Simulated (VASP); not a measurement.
# HfGa2As2 (P-6m2) in VASP: a series of runs, part 3 of 3

VASP 6.6.1. Earlier steps stand in the parts before.

### Step 4. Single point, PBE

This run uses another cell than the first one, of 21.67 Å³/atom.

INCAR

```
SYSTEM = HfGa2As2
  PREC = Accurate
  ENCUT = 520
  EDIFF = 1E-7
  ISMEAR = 0
  SIGMA = 0.1
  LREAL = .False.
  LASPH = .True.
  NELM = 100
  ALGO = Fast
  ISIF = 2
  LWAVE = .False.
  LCHARG = .False.
  GGA = PE
  NBANDS = 31
```

KPOINTS

```
Automatic mesh
0
Gamma
  6 6 4
  0 0 0
```

POSCAR

```
HfGa2As2
1.0
    4.7139223132      0.0000000000      0.0000000000
   -2.3569611566      4.0823764747      0.0000000000
    0.0000000000      0.0000000000      5.6297345675
Hf Ga As
1 2 2
Direct
    0.6666666667      0.3333333333      0.0000000000
    0.6666666667      0.3333333333      0.5000000000
    0.0000000000      0.0000000000      0.0000000000
    0.3333333333      0.6666666667      0.7509037164
    0.3333333333      0.6666666667      0.2490962836
```

Potentials or basis: VASP PAW PBE potentials, release 64 (Hf_pv, Ga_d, As).

On the command line:

```sh
$ cat potpaw_PBE.64/Hf_pv/POTCAR potpaw_PBE.64/Ga_d/POTCAR potpaw_PBE.64/As/POTCAR > POTCAR
$ mpirun -np 1 vasp_std > vasp.out
```

OUTCAR:

```text
SYSTEM = HfGa2As2
   PREC = Accurate
   ENCUT = 520
   EDIFF = 1E-7
   ISMEAR = 0
   LREAL = .False.
   LASPH = .True.
   NELM = 100
   ISIF = 2
   GGA = PE

 ion  position               nearest neighbor table
   1  0.667  0.333  0.000-   3 2.72   3 2.72   3 2.72   2 2.81   2 2.81   5 3.06   4 3.06   5 3.06
                             4 3.06   4 3.06   5 3.06
   2  0.667  0.333  0.500-   1 2.81   1 2.81
   3  0.000  0.000  0.000-   1 2.72   1 2.72   1 2.72
   4  0.333  0.667  0.751-   5 2.80   5 2.83   1 3.06   1 3.06   1 3.06
   5  0.333  0.667  0.249-   4 2.80   4 2.83   1 3.06   1 3.06   1 3.06

  LATTYP: Found a hexagonal cell.
 ALAT       =     4.7139223132
 C/A-ratio  =     1.1942781814

  Lattice vectors:

 A1 = (   4.7139223132,   0.0000000000,   0.0000000000)
 A2 = (  -2.3569611566,   4.0823764747,   0.0000000000)
 A3 = (   0.0000000000,   0.0000000000,   5.6297345675)

Analysis of symmetry for initial positions (statically):
=====================================================================
 Subroutine PRICEL returns:
 Original cell was already a primitive cell.

 Routine SETGRP: Setting up the symmetry group for a
 hexagonal supercell.

 Subroutine GETGRP returns: Found 12 space group operations
 (whereof 12 operations were pure point group operations)
 out of a pool of 24 trial point group operations.

The static configuration has the point symmetry D_3h.

Analysis of symmetry for dynamics (positions and initial velocities):
=====================================================================
 Subroutine PRICEL returns:
 Original cell was already a primitive cell.

 Routine SETGRP: Setting up the symmetry group for a
 hexagonal supercell.

 Subroutine GETGRP returns: Found 12 space group operations
 (whereof 12 operations were pure point group operations)
 out of a pool of 24 trial point group operations.

The dynamic configuration has the point symmetry D_3h.

 Subroutine INISYM returns: Found 12 space group operations
 (whereof 12 operations are pure point group operations),
 and found     1 'primitive' translations

----------------------------------------------------------------------------------------

                                     Primitive cell

  volume of cell :     108.3386

  direct lattice vectors                    reciprocal lattice vectors
     4.713922313  0.000000000  0.000000000     0.212137565  0.122477680  0.000000000
    -2.356961157  4.082376475  0.000000000     0.000000000  0.244955360  0.000000000
     0.000000000  0.000000000  5.629734567     0.000000000  0.000000000  0.177628268

  length of vectors
     4.713922313  4.713922313  5.629734567     0.244955360  0.244955360  0.177628268

  position of ions in fractional coordinates (direct lattice)
     0.666666667  0.333333333  0.000000000
     0.666666667  0.333333333  0.500000000
     0.000000000  0.000000000  0.000000000
     0.333333333  0.666666667  0.750903716
     0.333333333  0.666666667  0.249096284

  ion indices of the primitive-cell ions
   primitive index   ion index
                 1           1
                 2           2
                 3           3
[... 25 lines left out ...]
 ===========================================

 Found     21 irreducible k-points:

 Following reciprocal coordinates:
            Coordinates               Weight
  0.000000  0.000000  0.000000      1.000000
  0.166667 -0.000000  0.000000      6.000000
  0.333333  0.000000  0.000000      6.000000
  0.500000  0.000000  0.000000      3.000000
  0.166667  0.166667  0.000000      6.000000
  0.333333  0.166667  0.000000     12.000000
[... 13 lines left out ...]
  0.333333  0.166667  0.500000     12.000000
  0.333333  0.333333  0.500000      2.000000
   k-points           NKPTS =     21   k-points in BZ     NKDIM =     21   number of bands    NBANDS=     31
   number of dos      NEDOS =    301   number of ions     NIONS =      5
   total plane-waves  NPLWV =  54432
   dimension x,y,z NGX =    36 NGY =   36 NGZ =   42
   dimension x,y,z NGXF=    72 NGYF=   72 NGZF=   84
   ions per type =               1   2   2
   NGX,Y,Z   is equivalent  to a cutoff of  12.70, 12.70, 12.40 a.u.
   NGXF,Y,Z  is equivalent  to a cutoff of  25.39, 25.39, 24.81 a.u.
 SYSTEM =  HfGa2As2
   PREC   = accura    normal or accurate (medium, high low for compatibility)
   ISTART =      0    job   : 0-new  1-cont  2-samecut
   ICHARG =      2    charge: 1-file 2-atom 10-const
   ISPIN  =      1    spin polarized calculation?
   LNONCOLLINEAR =      F non collinear calculations
   LSORBIT =      F    spin-orbit coupling
   LASPH  =      T    aspherical Exc in radial PAW
   ENCUT  =  520.0 eV  38.22 Ry    6.18 a.u.   8.76  8.76 10.47*2*pi/ulx,y,z
   NELM   =    100;   NELMIN=  2; NELMDL= -5     # of ELM steps
   EDIFF  = 0.1E-06   stopping-criterion for ELM
   LREAL  =      F    real-space projection
   EDIFFG = 0.1E-05   stopping-criterion for IOM
   NSW    =      0    number of steps for IOM
   IBRION =     -1    ionic relax: 0-MD 1-quasi-New 2-CG
   NFREE  =      0    steps in history (QN), initial steepest desc. (CG)
   ISIF   =      2    stress and relaxation
   ISYM   =      2    0-nonsym 1-usesym 2-fastsym
   POTIM  = 0.5000    time-step for ionic-motion
   TEBEG  =    0.0;   TEEND  =   0.0 temperature during run
   PSTRESS=    0.0 pullay stress
   NELECT =      46.0000    total number of electrons
   NUPDOWN=      -1.0000    fix difference up-down
   EMIN   =  10.00;   EMAX   =-10.00  energy-range for DOS
   EFERMI =   0.00;   METHOD = LEGACY
   ISMEAR =     0;   SIGMA  =   0.10  broadening in eV -4-tet -1-fermi 0-gaus
   EFERMI_NEDOS =   21; number of points for ismear=-14 and -15
   IALGO  =     68    algorithm
   IMIX   =      4    mixing-type and parameters
     AMIX     =   0.40;   BMIX     =  1.00
     AMIX_MAG =   1.60;   BMIX_MAG =  1.00
  volume/ion in A,a.u.               =      21.67       146.22
  Fermi-wavevector in a.u.,A,eV,Ry     =   1.230457  2.325226 20.599541  1.514024
  Thomas-Fermi vector in A             =   2.365304
   LORBIT       =      0    0 simple, 1 ext, 2 COOP (PROOUT), +10 PAW based schemes
   GGA     = PE    functional components
   LHFCALC =     F    Hartree Fock is set to
   AEXX    =    0.0000 exact exchange contribution
   IVDW    =     0    specifies the selected vdW correction
   LEPSILON=     F    determine dielectric tensor
   LRPA    =     F    only Hartree local field effects (RPA)
 non-spin polarized calculation
 RMM-DIIS sequential band-by-band and
 Gauss-broadening in eV      SIGMA  =   0.10
  energy-cutoff  :      520.00
  volume of cell :      108.34
 maximum number of plane-waves:      2967
 NGX is ok and might be reduce to    36
   NGX = 17   NGY = 17   NGZ = 21

 number of electron      46.0000021 magnetization

 Free energy of the ion-electron system (eV)
  ---------------------------------------------------
  ext. energy  EPLUGINS =         0.00000000
  ---------------------------------------------------
  free energy    TOTEN  =       -25.06357490 eV

  energy without entropy =      -25.04920379  energy(sigma->0) =      -25.05638935

 E-fermi :   4.9804     XC(G=0): -10.2907

 val. band max:        4.9386002940   @ k =   0.5000   0.0000   0.5000
 cond. band min:       5.0304093161   @ k =   0.3333   0.1667   0.2500
 fundamental gap:      0.0918090221
 Fermi energy:         4.9804492953

 k-point     1 :       0.0000    0.0000    0.0000
  band No.  band energies     occupation
      1     -26.2583      2.00000
      2     -26.2583      2.00000
      3     -26.1878      2.00000
      4     -10.0262      2.00000
      5      -9.9929      2.00000
      6      -9.9929      2.00000
[... 703 lines left out ...]
     30       9.1175      0.00000
     31       9.7172      0.00000

------------------------ aborting loop because EDIFF is reached ----------------------------------------

  FORCE on cell =-STRESS in cart. coord.  units (eV):
  Direction    XX          YY          ZZ          XY          YZ          ZX
  --------------------------------------------------------------------------------------
  -------------------------------------------------------------------------------------
  Total       -0.0628927     -0.0628927      0.0036828      0.0000000      0.0000000      0.0000000
  in kB       -0.9300959     -0.9300959      0.0544634      0.0000000      0.0000000      0.0000000
  external PRESSURE =      -0.6019095 kB  Pullay stress =       0.0000000 kB

 VOLUME and BASIS-vectors are now :
 -----------------------------------------------------------------------------
  energy-cutoff  :      520.00
  volume of cell :      108.34
      direct lattice vectors                 reciprocal lattice vectors
     4.713922313  0.000000000  0.000000000     0.212137565  0.122477680  0.000000000
    -2.356961157  4.082376475  0.000000000     0.000000000  0.244955360  0.000000000
     0.000000000  0.000000000  5.629734567     0.000000000  0.000000000  0.177628268

 POSITION                                       TOTAL-FORCE (eV/Angst)
 -----------------------------------------------------------------------------------
      2.35696      1.36079      0.00000        -0.000000      0.000000     -0.000000
      2.35696      1.36079      2.81487        -0.000000     -0.000000     -0.000000
      0.00000      0.00000      0.00000         0.000000      0.000000     -0.000000
     -0.00000      2.72158      4.22739        -0.000000      0.000000      0.002714
     -0.00000      2.72158      1.40235        -0.000000      0.000000     -0.002714
 -----------------------------------------------------------------------------------
    total drift:                               -0.000001      0.000001      0.000000

  FREE ENERGIE OF THE ION-ELECTRON SYSTEM (eV)
  ---------------------------------------------------
  free  energy   TOTEN  =       -25.0635748965 eV

  energy  without entropy=      -25.0492037938  energy(sigma->0) =      -25.05638935
```

OSZICAR:

```text
N       E                     dE             d eps       ncg     rms          rms(c)
DAV:   1     0.342379809584E+03    0.34238E+03   -0.21902E+04  1399   0.199E+03
DAV:   2     0.171476818278E+02   -0.32523E+03   -0.31145E+03  1413   0.515E+02
DAV:   3    -0.237602829328E+02   -0.40908E+02   -0.39270E+02  1542   0.133E+02
[... 12 lines left out ...]
RMM:  16    -0.250635741466E+02   -0.91741E-06   -0.93781E-06  1622   0.676E-03    0.602E-03
RMM:  17    -0.250635746802E+02   -0.53362E-06   -0.46683E-06  1489   0.440E-03    0.120E-02
RMM:  18    -0.250635747352E+02   -0.55035E-07   -0.19260E-06  1451   0.357E-03    0.208E-03
RMM:  19    -0.250635748638E+02   -0.12852E-06   -0.95308E-07  1304   0.237E-03    0.862E-04
RMM:  20    -0.250635748965E+02   -0.32754E-07   -0.35676E-07  1218   0.168E-03
   1 F= -.25063575E+02 E0= -.25056389E+02  d E =-.143711E-01
```

stdout:

```text
POSCAR found type information on POSCAR HfGaAs
 POSCAR found :  3 types and       5 ions
 scaLAPACK will be used
 LDA part: xc-table for (Slater+PW92), standard interpolation
 POSCAR, INCAR and KPOINTS ok, starting setup
 FFT: planning ... GRIDC
 FFT: planning ... GRID_SOFT
 FFT: planning ... GRID
 WAVECAR not read
 entering main loop
```

Wall time 75 s (1 thread of AMD EPYC 9R45 (Zen 5), shared host); peak memory 0.23 GiB.

Results:

| Property | Result |
| --- | --- |
| Free energy | -25.0636 eV |
| Pressure | -0.1 GPa |
| Band gap on the k mesh | zero (bands 23 and 24 overlap by 1.03 eV) |

Forces on the atoms (eV/Å):
```
Hf   0.000  0.000  0.000
Ga   0.000  0.000  0.000
Ga   0.000  0.000  0.000
As   0.000  0.000  0.003
As   0.000  0.000 -0.003
```

Caveat: spin-orbit coupling is left out, which moves the levels of the heavy elements.

### Step 5. Summary

| cell | k mesh | gap on the mesh (eV) | pressure (GPa) | largest force (eV/Å) |
| --- | --- | --- | --- | --- |
| a = 4.597, b = 4.597, c = 5.854 Å, angles 90.0, 90.0, 120.0°, 5 atoms, atomic positions A | 6 × 6 × 2 | none | -0.1 | 0.03 |
| a = 4.305, b = 4.305, c = 8.060 Å, angles 90.0, 90.0, 120.0°, 5 atoms, atomic positions B | 6 × 6 × 2 | none | -4.5 | 1.04 |
| a = 4.714, b = 4.714, c = 5.630 Å, angles 90.0, 90.0, 120.0°, 5 atoms, atomic positions C | 6 × 6 × 4 | none | -0.1 | - |

Alike in all rows: task single point; level PBE; potentials or basis VASP PAW PBE potentials, release 64 (Hf_pv, Ga_d, As); no spin polarisation; cutoff (eV) 520; smearing gaussian 0.1 eV.

Caveats: some runs use coarse meshes; spin-orbit coupling is left out, which moves the levels of the heavy elements; forces of over 1 eV/Å act on the atoms, so gaps and moduli don't describe the material at rest (at least some runs).

Absolute energies hang on the potentials; compare differences alone.

The gap in the log of VASP goes by the Fermi energy; the results here count the filled bands.